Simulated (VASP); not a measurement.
A run of VASP 6.6.1 is set up as follows.

Contents of INCAR:

```
SYSTEM = Ta
PREC = Accurate ; ENCUT = 520
EDIFF = 1E-7 ; ISMEAR = -1
SIGMA = 0.1 ; LREAL = .False.
LASPH = .True. ; NELM = 60
ALGO = Normal ; ISIF = 2
LWAVE = .False. ; LCHARG = .False.
GGA = PS ; NBANDS = 30
```

The input KPOINTS:

```
regular mesh
0
Gamma
  4 4 4
  0 0 0
```

POSCAR

```
Ta
1.0
    4.1847249742      0.0000000000      0.0000000000
    0.0000000000      4.1847249742      0.0000000000
    0.0000000000      0.0000000000      4.1847249742
Ta
4
Direct
    0.0000000000      0.0000000000      0.0000000000
    0.0000000000      0.5000000000      0.5000000000
    0.5000000000      0.0000000000      0.5000000000
    0.5000000000      0.5000000000      0.0000000000
```

Potentials or basis: VASP PAW PBE potentials, release 64 (Ta_pv).

Run with:

```bash
$ cat potpaw_PBE.64/Ta_pv/POTCAR > POTCAR
$ mpirun -np 1 vasp_std > vasp.out
```

**Question.** Estimate the pressure.

**Answer.** 0.1 GPa.

**Question.** Estimate the band gap on the k mesh.

**Answer.** Zero (band 22 reaches 6.50 eV, above the bottom of band 23 at 4.57 eV).

Caveat: the k points lie up to 0.38 Å⁻¹ apart; the PAW data sets were made with another functional, which shifts forces and pressure a little; spin-orbit coupling is left out, which moves the levels of the heavy elements.
